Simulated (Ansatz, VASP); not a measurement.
## One calculation of N, two programs

```
N
1.0
     5.64900    0.02824    0.02824
     0.02824    5.64900    0.02824
     0.02824    0.02824    5.64900
N
4
Direct
  0.03000 0.03000 0.03000
  0.47000 0.97000 0.53000
  0.53000 0.47000 0.97000
  0.97000 0.53000 0.47000
```

Change from the starting cell: equal xy, yz and zx shear strains of +1 %.

Alike in both runs: task single point; functional PBEsol; k mesh 4 × 4 × 4; occupations fermi-dirac, width 0.02 eV; no spin polarisation.

|  | VASP | Ansatz |
| --- | --- | --- |
| version | VASP 6.6.1 | Ansatz 0.2.0 |
| potentials or method | VASP PAW PBE potentials, release 64 (N), cutoff 520 eV | all-electron LAPW, scalar-relativistic |

|  | VASP | Ansatz | Ansatz less VASP |
| --- | --- | --- | --- |
| pressure (GPa) | -4.1 | -4.1 | +0.04 |
| traceless stress, the component that is largest in VASP (GPa) | 0.08 | 0.08 | 0.000 |
| rms of the force components (eV/Å) | 0.227 | 0.227 | +0.0005 |

VASP's potentials were made for PBE, not for PBEsol. Atom by atom the forces differ by 0.001 eV/Å (rms over components). Ansatz ran all-electron here, and VASP with PAW potentials.
